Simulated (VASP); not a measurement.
# Cr (Im-3m) in VASP: notebook

Runs on Cr. Level: LDA. Tasks: single point.

Program: VASP 6.6.1. These are calculated values, not measurements. Logs are shortened: lines on timing, memory, paths and dates and some standing lists are left out, and cuts for length are marked.

## Step 1: The cell of the first run

The structure is cubic, space group Im-3m (No. 229). The conventional cell has a = 2.788 Å, b = 2.788 Å, c = 2.788 Å, α = 90.00°, β = 90.00°, γ = 90.00°. Cr (site symmetry m-3m) has 14 Cr at 2.41 to 2.79 Å within 3.2 Å.

## Step 2: Single point, LDA

INCAR reads:

```
SYSTEM = Cr
PREC     = Accurate       ! precision mode
ENCUT    = 520            ! plane-wave cutoff, eV
EDIFF    = 1E-6           ! SCF threshold, eV
ISMEAR   = 0              ! smearing method
SIGMA    = 0.05           ! smearing width, eV
LREAL    = .FALSE.        ! projectors in reciprocal space
LASPH    = .TRUE.         ! aspherical terms in the spheres
NELM     = 100            ! most SCF steps
ALGO     = Normal         ! electronic algorithm
ISIF     = 2              ! what is computed and relaxed
LWAVE    = .FALSE.        ! write WAVECAR
LCHARG   = .FALSE.        ! write CHGCAR
GGA      = CA             ! functional
NBANDS   = 12             ! bands
```

KPOINTS reads:

```
Automatic mesh
0
G
  20 20 20
  0 0 0
```

POSCAR reads:

```
Cr
1.0
   -1.3941451144      1.3941451144      1.3941451144
    1.3941451144     -1.3941451144      1.3941451144
    1.3941451144      1.3941451144     -1.3941451144
Cr
1
Direct
    0.0000000000      0.0000000000      0.0000000000
```

Potentials or basis: VASP PAW LDA potentials, release 64 (Cr_pv).

On the command line:

```bash
cat potpaw_LDA.64/Cr_pv/POTCAR > POTCAR
mpirun -np 1 vasp_std > vasp.out
```

OUTCAR:

```text
SYSTEM = Cr
   PREC = Accurate
   ENCUT = 520
   EDIFF = 1E-6
   ISMEAR = 0
   LREAL = .FALSE.
   LASPH = .TRUE.
   NELM = 100
   ISIF = 2
   GGA = CA

 ion  position               nearest neighbor table
   1  0.000  0.000  0.000-

  LATTYP: Found a body centered cubic cell.
 ALAT       =     2.7882902288

  Lattice vectors:

 A1 = (  -1.3941451144,   1.3941451144,   1.3941451144)
 A2 = (   1.3941451144,  -1.3941451144,   1.3941451144)
 A3 = (   1.3941451144,   1.3941451144,  -1.3941451144)

Analysis of symmetry for initial positions (statically):
=====================================================================
 Subroutine PRICEL returns:
 Original cell was already a primitive cell.

 Routine SETGRP: Setting up the symmetry group for a
 body centered cubic supercell.

 Subroutine GETGRP returns: Found 48 space group operations
 (whereof 48 operations were pure point group operations)
 out of a pool of 48 trial point group operations.

The static configuration has the point symmetry O_h .

Analysis of symmetry for dynamics (positions and initial velocities):
=====================================================================
 Subroutine PRICEL returns:
 Original cell was already a primitive cell.

 Routine SETGRP: Setting up the symmetry group for a
 body centered cubic supercell.

 Subroutine GETGRP returns: Found 48 space group operations
 (whereof 48 operations were pure point group operations)
 out of a pool of 48 trial point group operations.

The dynamic configuration has the point symmetry O_h .

 Subroutine INISYM returns: Found 48 space group operations
 (whereof 48 operations are pure point group operations),
 and found     1 'primitive' translations

----------------------------------------------------------------------------------------

                                     Primitive cell

  volume of cell :      10.8389

  direct lattice vectors                    reciprocal lattice vectors
    -1.394145114  1.394145114  1.394145114     0.000000000  0.358642723  0.358642723
     1.394145114 -1.394145114  1.394145114     0.358642723  0.000000000  0.358642723
     1.394145114  1.394145114 -1.394145114     0.358642723  0.358642723  0.000000000

  length of vectors
     2.414730171  2.414730171  2.414730171     0.507197403  0.507197403  0.507197403

  position of ions in fractional coordinates (direct lattice)
     0.000000000  0.000000000  0.000000000

  ion indices of the primitive-cell ions
   primitive index   ion index
                 1           1

----------------------------------------------------------------------------------------

 KPOINTS: Automatic mesh

Automatic generation of k-mesh.
 Grid dimensions read from file:
 generate k-points for:   20   20   20

 Generating k-lattice:

  Cartesian coordinates                     Fractional coordinates (reciprocal lattice)
     0.000000000  0.017932136  0.017932136     0.050000000  0.000000000  0.000000000
     0.017932136  0.000000000  0.017932136     0.000000000  0.050000000  0.000000000
     0.017932136  0.017932136  0.000000000     0.000000000  0.000000000  0.050000000

  Length of vectors
     0.025359870  0.025359870  0.025359870

  Shift w.r.t. Gamma in fractional coordinates (k-lattice)
     0.000000000  0.000000000  0.000000000

 Subroutine IBZKPT returns following result:
 ===========================================

 Found    256 irreducible k-points:

 Following reciprocal coordinates:
            Coordinates               Weight
  0.000000  0.000000  0.000000      1.000000
  0.050000  0.000000  0.000000     12.000000
  0.100000  0.000000  0.000000     12.000000
  0.150000  0.000000  0.000000     12.000000
  0.200000  0.000000  0.000000     12.000000
  0.250000  0.000000  0.000000     12.000000
[... 16 lines left out ...]
  0.200000  0.100000  0.000000     48.000000
  0.250000  0.100000 -0.000000     48.000000
 [... further k-points ...]
   k-points           NKPTS =    256   k-points in BZ     NKDIM =    256   number of bands    NBANDS=     12
   number of dos      NEDOS =    301   number of ions     NIONS =      1
   total plane-waves  NPLWV =   5832
   dimension x,y,z NGX =    18 NGY =   18 NGZ =   18
   dimension x,y,z NGXF=    36 NGYF=   36 NGZF=   36
   ions per type =               1
   NGX,Y,Z   is equivalent  to a cutoff of  12.39, 12.39, 12.39 a.u.
   NGXF,Y,Z  is equivalent  to a cutoff of  24.78, 24.78, 24.78 a.u.
 SYSTEM =  Cr
   PREC   = accura    normal or accurate (medium, high low for compatibility)
   ISTART =      0    job   : 0-new  1-cont  2-samecut
   ICHARG =      2    charge: 1-file 2-atom 10-const
   ISPIN  =      1    spin polarized calculation?
   LNONCOLLINEAR =      F non collinear calculations
   LSORBIT =      F    spin-orbit coupling
   LASPH  =      T    aspherical Exc in radial PAW
   ENCUT  =  520.0 eV  38.22 Ry    6.18 a.u.   4.49  4.49  4.49*2*pi/ulx,y,z
   NELM   =    100;   NELMIN=  2; NELMDL= -5     # of ELM steps
   EDIFF  = 0.1E-05   stopping-criterion for ELM
   LREAL  =      F    real-space projection
   EDIFFG = 0.1E-04   stopping-criterion for IOM
   NSW    =      0    number of steps for IOM
   IBRION =     -1    ionic relax: 0-MD 1-quasi-New 2-CG
   NFREE  =      0    steps in history (QN), initial steepest desc. (CG)
   ISIF   =      2    stress and relaxation
   ISYM   =      2    0-nonsym 1-usesym 2-fastsym
   POTIM  = 0.5000    time-step for ionic-motion
   TEBEG  =    0.0;   TEEND  =   0.0 temperature during run
   PSTRESS=    0.0 pullay stress
   NELECT =      12.0000    total number of electrons
   NUPDOWN=      -1.0000    fix difference up-down
   EMIN   =  10.00;   EMAX   =-10.00  energy-range for DOS
   EFERMI =   0.00;   METHOD = LEGACY
   ISMEAR =     0;   SIGMA  =   0.05  broadening in eV -4-tet -1-fermi 0-gaus
   EFERMI_NEDOS =   21; number of points for ismear=-14 and -15
   IALGO  =     38    algorithm
   IMIX   =      4    mixing-type and parameters
     AMIX     =   0.40;   BMIX     =  1.00
     AMIX_MAG =   1.60;   BMIX_MAG =  1.00
  volume/ion in A,a.u.               =      10.84        73.14
  Fermi-wavevector in a.u.,A,eV,Ry     =   1.693586  3.200414 39.024689  2.868234
  Thomas-Fermi vector in A             =   2.774965
   LORBIT       =      0    0 simple, 1 ext, 2 COOP (PROOUT), +10 PAW based schemes
   GGA     = CA    functional components
   LHFCALC =     F    Hartree Fock is set to
   AEXX    =    0.0000 exact exchange contribution
   IVDW    =     0    specifies the selected vdW correction
   LEPSILON=     F    determine dielectric tensor
   LRPA    =     F    only Hartree local field effects (RPA)
 non-spin polarized calculation
 Gauss-broadening in eV      SIGMA  =   0.05
  energy-cutoff  :      520.00
  volume of cell :       10.84
 maximum number of plane-waves:       321
 NGX is ok and might be reduce to    18
   NGX =  9   NGY =  9   NGZ =  9

 number of electron      12.0000011 magnetization

 Free energy of the ion-electron system (eV)
  ---------------------------------------------------
  ext. energy  EPLUGINS =         0.00000000
  ---------------------------------------------------
  free energy    TOTEN  =       -10.63080914 eV

  energy without entropy =      -10.62997842  energy(sigma->0) =      -10.63039378

 E-fermi :  11.7436     XC(G=0): -14.3794

 val. band max:       11.7363055336   @ k =   0.1000   0.0500   0.0500
 cond. band min:      11.7662241015   @ k =   0.1500   0.0500  -0.0000
 fundamental gap:      0.0299185679
 Fermi energy:        11.7435622121

 k-point     1 :       0.0000    0.0000    0.0000
  band No.  band energies     occupation
      1     -30.5154      2.00000
      2     -30.5154      2.00000
      3     -30.5154      2.00000
      4       3.7295      2.00000
      5      10.7230      2.00000
      6      10.7230      2.00000
      7      10.7230      2.00000
      8      12.9023      0.00000
      9      12.9023      0.00000
     10      17.1117      0.00000
     11      34.5587      0.00000
     12      34.5587      0.00000

 k-point     2 :       0.0500    0.0000    0.0000
  band No.  band energies     occupation
      1     -30.5452      2.00000
      2     -30.5244      2.00000
      3     -30.5157      2.00000
      4       3.8466      2.00000
      5      10.6756      2.00000
      6      10.7158      2.00000
      7      10.8050      2.00000
      8      12.8478      0.00000
      9      12.9054      0.00000
     10      17.1117      0.00000
     11      34.3382      0.00000
     12      34.5416      0.00000

 k-point     3 :       0.1000    0.0000    0.0000
  band No.  band energies     occupation
      1     -30.6310      2.00000
      2     -30.5503      2.00000
      3     -30.5163      2.00000
      4       4.1888      2.00000
      5      10.5404      2.00000
      6      10.6832      2.00000
      7      11.0468      2.00000
      8      12.7146      0.00000
      9      12.9163      0.00000
     10      17.1117      0.00000
     11      33.6833      0.00000
     12      34.4194      0.00000
[... 286 lines left out ...]
 k-point    23 :       0.2000    0.1000    0.0000
  band No.  band energies     occupation
      1     -31.1397      2.00000
      2     -30.7003      2.00000
      3     -30.5569      2.00000
      4       6.3929      2.00000
      5       9.8234      2.00000
      6      10.1233      2.00000
      7      12.4026      0.00000
      8      12.9122      0.00000
      9      13.1864      0.00000
     10      17.1115      0.00000
     11      29.4950      0.00000
     12      31.5158      0.00000

 k-point    24 :       0.2500    0.1000   -0.0000
  band No.  band energies     occupation
      1     -31.2943      2.00000
      2     -30.7640      2.00000
      3     -30.5602      2.00000
      4       6.9627      2.00000
      5       9.5739      2.00000
      6      10.2095      2.00000
      7      12.5133      0.00000
      8      13.2265      0.00000
      9      13.6681      0.00000
     10      17.1113      0.00000
     11      27.6811      0.00000
     12      30.6455      0.00000

 [... further k-points ...]
[... 5 lines left out ...]
  --------------------------------------------------------------------------------------
  -------------------------------------------------------------------------------------
  Total        0.0085134      0.0085134      0.0085134      0.0000000     -0.0000000      0.0000000
  in kB        1.2584250      1.2584250      1.2584250      0.0000000     -0.0000000      0.0000000
  external PRESSURE =       1.2584250 kB  Pullay stress =       0.0000000 kB

 VOLUME and BASIS-vectors are now :
 -----------------------------------------------------------------------------
  energy-cutoff  :      520.00
  volume of cell :       10.84
      direct lattice vectors                 reciprocal lattice vectors
    -1.394145114  1.394145114  1.394145114     0.000000000  0.358642723  0.358642723
     1.394145114 -1.394145114  1.394145114     0.358642723  0.000000000  0.358642723
     1.394145114  1.394145114 -1.394145114     0.358642723  0.358642723  0.000000000

 POSITION                                       TOTAL-FORCE (eV/Angst)
 -----------------------------------------------------------------------------------
      0.00000      0.00000      0.00000         0.000000      0.000000      0.000000
 -----------------------------------------------------------------------------------
    total drift:                                0.000000      0.000000      0.000000

  FREE ENERGIE OF THE ION-ELECTRON SYSTEM (eV)
  ---------------------------------------------------
  free  energy   TOTEN  =       -10.6308091412 eV

  energy  without entropy=      -10.6299784189  energy(sigma->0) =      -10.63039378
```

Run time: 16 s. Hardware: 1 thread of Intel Xeon Platinum 8559C (Emerald Rapids), shared host; peak memory 0.13 GiB.

Results:

| Property | Result |
| --- | --- |
| Free energy | -10.6308 eV |
| Pressure | 0.1 GPa |
| Band gap on the k mesh | zero (bands 6 and 7 overlap by 3.70 eV) |

Caveat: the run has no spin polarisation, though such a crystal can be magnetic. Spin polarisation is off, so any magnetic state and its effect on volume and gap are missing.

## Step 3: Single point, LDA, collinear spin (10.75 Å³/atom)

This run uses another cell than the first one, of 10.75 Å³/atom.

INCAR: that of step 2 with these lines changed.

```diff
@@ -8,3 +8,3 @@
 LASPH    = .TRUE.         ! aspherical terms in the spheres
-NELM     = 100            ! most SCF steps
+NELM     = 150            ! most SCF steps
 ALGO     = Normal         ! electronic algorithm
@@ -13,3 +13,7 @@
 LCHARG   = .FALSE.        ! write CHGCAR
+ISPIN    = 2              ! spin polarisation
+MAGMOM   = 0.05           ! initial moments
+LORBIT   = 11             ! projections on sites
+LMAXMIX  = 4              ! l up to which the mixer works
 GGA      = CA             ! functional
-NBANDS   = 12             ! bands
+NBANDS   = 16             ! bands
```

KPOINTS reads:

```
regular mesh
0
G
  20 20 20
  0 0 0
```

POSCAR reads:

```
Cr
1.0
   -1.3903047138      1.3903047138      1.3903047138
    1.3903047138     -1.3903047138      1.3903047138
    1.3903047138      1.3903047138     -1.3903047138
Cr
1
Direct
    0.0000000000      0.0000000000      0.0000000000
```

Potentials or basis: VASP PAW LDA potentials, release 64 (Cr_pv).

On the command line:

```bash
cat potpaw_LDA.64/Cr_pv/POTCAR > POTCAR
mpirun -np 1 vasp_std > vasp.out
```

Run time: 41 s. Hardware: 1 thread of Intel Xeon Platinum 8559C (Emerald Rapids), shared host; peak memory 0.17 GiB.

Results (log left out):

```yaml
Free_energy: -10.6300 eV
Pressure: 2.6 GPa
Band_gap_on_the_k_mesh: zero (filled and empty bands overlap)
Net_moment: 0.00 μB per cell
Valence_electrons_inside_the_program's_atomic_spheres: Cr 11.22
```

Levels at points of the mesh, in eV from the Fermi level:
Spin up:
| k point | band 3 | band 4 | band 5 | band 6 | band 7 | band 8 | band 9 | band 10 |
| --- | --- | --- | --- | --- | --- | --- | --- | --- |
| (0.00, 0.00, 0.00) | -42.25 | -8.04 | -1.03 | -1.03 | -1.03 | 1.17 | 1.17 | 5.37 |
| (0.50, 0.00, 0.00) | -42.26 | -4.82 | -2.75 | 1.21 | 1.40 | 1.56 | 3.15 | 5.37 |
| (0.50, 0.50, 0.50) | -43.05 | -4.83 | -4.83 | 2.71 | 2.71 | 2.71 | 5.37 | 11.28 |
Spin down:
```csv
k point,band 4,band 5,band 6,band 7,band 8,band 9
"(0.00, 0.00, 0.00)",-8.04,-1.03,-1.03,-1.03,1.17,1.17
"(0.50, 0.00, 0.00)",-4.82,-2.75,1.21,1.40,1.56,3.15
"(0.50, 0.50, 0.50)",-4.83,-4.83,2.71,2.71,2.71,5.37
```

## Step 4: Single point, LDA, collinear spin (10.84 Å³/atom)

INCAR reads:

```
SYSTEM = Cr
PREC = Accurate
ENCUT = 520
EDIFF = 1E-6
ISMEAR = 0
SIGMA = 0.05
LREAL = .FALSE.
LASPH = .TRUE.
NELM = 150
ALGO = Normal
ISIF = 2
LWAVE = .FALSE.
LCHARG = .FALSE.
ISPIN = 2
MAGMOM = 0.05
LORBIT = 11
LMAXMIX = 4
GGA = CA
NBANDS = 16
```

KPOINTS reads:

```
Automatic mesh
0
G
  20 20 20
  0 0 0
```

POSCAR reads:

```
Cr
1.0
   -1.3941451144      1.3941451144      1.3941451144
    1.3941451144     -1.3941451144      1.3941451144
    1.3941451144      1.3941451144     -1.3941451144
Cr
1
Direct
    0.0000000000      0.0000000000      0.0000000000
```

Potentials or basis: VASP PAW LDA potentials, release 64 (Cr_pv).

On the command line:

```bash
cat potpaw_LDA.64/Cr_pv/POTCAR > POTCAR
mpirun -np 1 vasp_std > vasp.out
```

OUTCAR:

```text
SYSTEM = Cr
   PREC = Accurate
   ENCUT = 520
   EDIFF = 1E-6
   ISMEAR = 0
   LREAL = .FALSE.
   LASPH = .TRUE.
   NELM = 150
   ISIF = 2
   ISPIN = 2
   LORBIT = 11
   GGA = CA

 ion  position               nearest neighbor table
   1  0.000  0.000  0.000-

  LATTYP: Found a body centered cubic cell.
 ALAT       =     2.7882902288

  Lattice vectors:

 A1 = (  -1.3941451144,   1.3941451144,   1.3941451144)
 A2 = (   1.3941451144,  -1.3941451144,   1.3941451144)
 A3 = (   1.3941451144,   1.3941451144,  -1.3941451144)
[... 1122 lines left out ...]
  -------------------------------------------------------------------------------------
  Total        0.0051418      0.0051418      0.0051418     -0.0000000      0.0000000     -0.0000000
  in kB        0.7600444      0.7600444      0.7600444     -0.0000000      0.0000000     -0.0000000
  external PRESSURE =       0.7600444 kB  Pullay stress =       0.0000000 kB

 VOLUME and BASIS-vectors are now :
 -----------------------------------------------------------------------------
  energy-cutoff  :      520.00
  volume of cell :       10.84
      direct lattice vectors                 reciprocal lattice vectors
    -1.394145114  1.394145114  1.394145114     0.000000000  0.358642723  0.358642723
     1.394145114 -1.394145114  1.394145114     0.358642723  0.000000000  0.358642723
     1.394145114  1.394145114 -1.394145114     0.358642723  0.358642723  0.000000000

 POSITION                                       TOTAL-FORCE (eV/Angst)
 -----------------------------------------------------------------------------------
      0.00000      0.00000      0.00000         0.000000      0.000000     -0.000000
 -----------------------------------------------------------------------------------
    total drift:                                0.000000      0.000000      0.000000

  FREE ENERGIE OF THE ION-ELECTRON SYSTEM (eV)
  ---------------------------------------------------
  free  energy   TOTEN  =       -10.6308091400 eV

  energy  without entropy=      -10.6299784847  energy(sigma->0) =      -10.63039381

 total charge

# of ion       s       p       d       tot
------------------------------------------
    1        0.449   6.442   4.315  11.205

 magnetization (x)

# of ion       s       p       d       tot
------------------------------------------
    1        0.000  -0.000  -0.000  -0.000
```

Run time: 36 s. Hardware: 1 thread of Intel Xeon Platinum 8559C (Emerald Rapids), shared host; peak memory 0.17 GiB.

Results:

```yaml
Free_energy: -10.6308 eV
Pressure: 0.1 GPa
Band_gap_on_the_k_mesh: zero (filled and empty bands overlap)
Net_moment: 0.00 μB per cell
Valence_electrons_inside_the_program's_atomic_spheres: Cr 11.21
```

Levels at points of the mesh, in eV from the Fermi level:
Spin up:
```tsv
k point	band 2	band 3	band 4	band 5	band 6	band 7	band 8	band 9	band 10	band 11
(0.00, 0.00, 0.00)	-42.26	-42.26	-8.01	-1.02	-1.02	-1.02	1.16	1.16	5.37	22.82
(0.50, 0.00, 0.00)	-42.62	-42.27	-4.78	-2.71	1.19	1.38	1.54	3.12	5.37	10.73
(0.50, 0.50, 0.50)	-43.04	-43.04	-4.78	-4.78	2.68	2.68	2.68	5.37	11.20	11.20
```
Spin down:
```
           k point  band 2  band 3  band 4  band 5  band 6  band 7  band 8  band 9  band 10  band 11
(0.00, 0.00, 0.00)  -42.26  -42.26   -8.01   -1.02   -1.02   -1.02    1.16    1.16     5.37    22.82
(0.50, 0.00, 0.00)  -42.62  -42.27   -4.78   -2.71    1.19    1.38    1.54    3.12     5.37    10.73
(0.50, 0.50, 0.50)  -43.04  -43.04   -4.78   -4.78    2.68    2.68    2.68    5.37    11.20    11.20
```

## Step 5: The runs side by side

| spin | cell | gap on the mesh (eV) | pressure (GPa) | moment (μB) |
| --- | --- | --- | --- | --- |
| off | a = 2.415 Å, angles 109.5°, 1 atom | none | 0.1 | - |
| collinear | a = 2.408 Å, angles 109.5°, 1 atom | none | 2.6 | 0.00 |
| collinear | a = 2.415 Å, angles 109.5°, 1 atom | none | 0.1 | 0.00 |

Alike in all rows: task single point; level LDA; potentials or basis VASP PAW LDA potentials, release 64 (Cr_pv); k mesh 20 × 20 × 20; cutoff (eV) 520; smearing gaussian 0.05 eV.

Total energies depend on the potentials used, so only differences within one code and one set of settings carry meaning.
